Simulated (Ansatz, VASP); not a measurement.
## CdS5: VASP beside Ansatz

```xyz
12
Lattice="-2.9812 3.3195 -0.0243 -2.9812 -3.3195 -0.0243 0.5979 0.0000 17.7247" Properties=species:S:1:pos:R:3 pbc="T T T"
Cd   -2.9812    3.1057   -0.0243
Cd   -2.6823   -0.2138    8.8380
S    -2.1165    1.6051    5.9307
S    -1.8176   -1.7144   14.7931
S    -1.3411    0.4133    4.4190
S    -4.0234    0.4133   13.2571
S    -3.5470   -1.7144    2.8830
S    -3.2480    1.6051   11.7453
S    -1.7839    1.1300    1.2599
S    -4.4662    1.1300   10.0979
S    -0.8983    1.1300    7.5782
S    -3.5806    1.1300   16.4162
```

Alike in both runs: task single point; functional PBE; k mesh 4 × 4 × 1; occupations gaussian, width 0.1 eV; no spin polarisation.

```csv
,VASP,Ansatz
version,VASP 6.6.1,Ansatz 0.2.0
potentials or method,"VASP PAW PBE potentials, release 64 (Cd_sv_GW, S), cutoff 630 eV","scalar-relativistic, plane waves, PAW"
valence electrons in the cell,100,100
```

|  | VASP | Ansatz | Ansatz less VASP |
| --- | --- | --- | --- |
| gap on the k mesh at the Fermi level (eV) | 1.42 | 1.40 | -0.019 |
| least direct gap on the mesh (eV) | 1.48 | 1.46 | -0.017 |
| pressure (GPa) | -0.3 | 0.0 | +0.30 |
| traceless stress, the component that is largest in VASP (GPa) | -0.20 | 0.01 | +0.212 |
| rms of the force components (eV/Å) | 0.057 | 0.004 | -0.0524 |

Atom by atom the forces differ by 0.057 eV/Å (rms over components). The functional is the same, so the differences come from potentials, cutoffs and numerics.
